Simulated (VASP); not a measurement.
The system is CrN2.

```
CELL_PARAMETERS angstrom
3.90179 0.00000 0.00000
0.00000 4.80951 0.00000
0.00000 0.00000 2.78417
ATOMIC_POSITIONS crystal
Cr 0.50000 0.50000 0.50000
Cr 0.00000 0.00000 0.00000
N 0.63383 0.08878 0.50000
N 0.36617 0.91122 0.50000
N 0.13383 0.41123 0.00000
N 0.86617 0.58878 0.00000
```

```yaml
Program: VASP 6.6.1
Task: relaxation of cell and atoms
Functional: PBE
Potentials_or_basis: VASP PAW PBE potentials, release 64 (Cr_pv, N)
Cutoff: 600 eV
k_mesh: 10 × 8 × 12
Occupations: gaussian, width 0.1 eV
Spin: no spin polarisation
```

At the start: pressure -8.8 GPa; volume 8.71 Å³/atom.

Question: Where does the relaxation end?

Answer: Over 13 steps the energy falls by 15.7 meV/atom and the volume is 8.36 Å³/atom (-4.0 %); space group Pnnm (No. 58, to 0.1 Å) before and after.

The path:
```csv
step,energy change (eV),largest force (eV/Å),pressure (GPa),volume (Å³)
1,0.0000,0.1313,-8.85,52.25
2,-0.0277,0.5119,10.58,48.69
3,-0.0685,0.3152,1.47,50.19
4,-0.0748,0.5858,0.09,49.91
5,-0.0832,0.2505,0.61,50.03
6,-0.0920,0.1213,-0.17,50.16
7,-0.0930,0.0679,-0.56,50.21
8,-0.0932,0.1067,0.85,50.03
9,-0.0936,0.0587,0.22,50.11
10,-0.0939,0.0253,0.06,50.12
11,-0.0939,0.0152,0.09,50.12
12,-0.0939,0.0045,-0.07,50.15
13,-0.0939,0.0026,-0.07,50.16
```

Final structure:
```xyz
6
Lattice="3.9429 0.0000 0.0000 0.0000 4.7151 0.0000 0.0000 0.0000 2.6979" Properties=species:S:1:pos:R:3 pbc="T T T"
Cr    1.9714    2.3576    1.3489
Cr    0.0000    0.0000    0.0000
N     2.5104    0.4025    1.3489
N     1.4325    4.3126    1.3489
N     0.5390    1.9551    0.0000
N     3.4039    2.7601    0.0000
```

Caveat: the run has no spin polarisation, though such a crystal can be magnetic.
